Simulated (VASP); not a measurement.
Cu:

```
Cu
1.0
     0.00000    1.80500    1.80500
     1.80500    0.00000    1.80500
     1.80500    1.80500    0.00000
Cu
1
Direct
  0.00000 0.00000 0.00000
```

```yaml
Program: VASP 6.6.1
Task: relaxation of cell and atoms
Functional: PBE
Potentials_or_basis: VASP PAW PBE potentials, release 64 (Cu)
Cutoff: 600 eV
k_mesh: 38 × 38 × 38
Occupations: gaussian, width 0.1 eV
Spin: no spin polarisation
```

At the start: pressure 3.3 GPa; volume 11.76 Å³/atom.

Task: How do energy, volume and symmetry change on relaxing?

Result: Over 4 steps the energy falls by 2.2 meV/atom and the volume is 12.01 Å³/atom (+2.1 %); space group Fm-3m (No. 225, to 0.1 Å) before and after.

The path:
```csv
step,energy change (eV),largest force (eV/Å),pressure (GPa),volume (Å³)
1,0.0000,0.0000,3.29,11.76
2,-0.0011,0.0000,-2.29,12.18
3,-0.0022,0.0000,0.13,12.00
4,-0.0022,0.0000,-0.04,12.01
```

Final structure:
```xyz
1
Lattice="0.0000 1.8175 1.8175 1.8175 0.0000 1.8175 1.8175 1.8175 0.0000" Properties=species:S:1:pos:R:3 pbc="T T T"
Cu    0.0000    0.0000    0.0000
```
